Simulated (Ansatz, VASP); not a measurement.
CdS in VASP and in Ansatz

INCAR

```
ALGO = Normal ; EDIFF = 1E-8
ENCUT = 520 ; GGA = PE
ISIF = 2 ; ISMEAR = -1
LASPH = T ; LCHARG = F
LEFG = T ; LREAL = F
LWAVE = F ; NBANDS = 16
NELM = 60 ; PREC = Accurate
SIGMA = 0.01
```

KPOINTS

```
k-points
0
Gamma
  6 6 6
```

POSCAR

```
CdS
1.0
    0.0000000000      2.9100000000      2.9100000000
    2.9100000000      0.0000000000      2.9100000000
    2.9100000000      2.9100000000      0.0000000000
Cd S
1 1
Direct
    0.0000000000      0.0000000000      0.0000000000
    0.7500000000      0.7500000000      0.7500000000
```

Input for Ansatz:

```yaml
crystal:
  lattice:
    - [0.0, 2.91, 2.91]
    - [2.91, 0.0, 2.91]
    - [2.91, 2.91, 0.0]
  atoms:
    - { symbol: Cd, position: [0.0, 0.0, 0.0] }
    - { symbol: S, position: [0.75, 0.75, 0.75] }
kpoints:
  mp_grid: { grid: [6, 6, 6] }
scf:
  occupations: { method: fermi_dirac, width: 0.01 }
hamiltonian:
  xc: pbe
  pseudopotentials: { kind: paw }
output:
  forces: true
  stress: true
  eigenvalues: true
  efg: { contact_densities: true }
```

Alike in both runs: task electric field gradients; functional PBE; k mesh 6 × 6 × 6; occupations fermi-dirac, width 0.01 eV; no spin polarisation.

|  | VASP | Ansatz |
| --- | --- | --- |
| version | VASP 6.6.1 | Ansatz 0.2.0 |
| potentials or method | VASP PAW PBE potentials, release 64 (Cd, S) | PAW with Ansatz's default frozen-core files, scalar-relativistic |
| plane-wave cutoff (eV) | 520 | 420 |
| valence electrons in the cell | 18 | 26 |

Ansatz gave:

```
gap on the k mesh at the Fermi level (eV) : 1.16
pressure (GPa)                            : 3.3
```

Question: Which values does VASP return?

Answer: gap on the k mesh at the Fermi level (eV): 1.16; pressure (GPa): 3.7.

The functional is the same, so the differences come from potentials, cutoffs and numerics. VASP's potentials hold 18 valence electrons a cell and Ansatz's 26, so a difference there can come from the potentials and not from the codes.
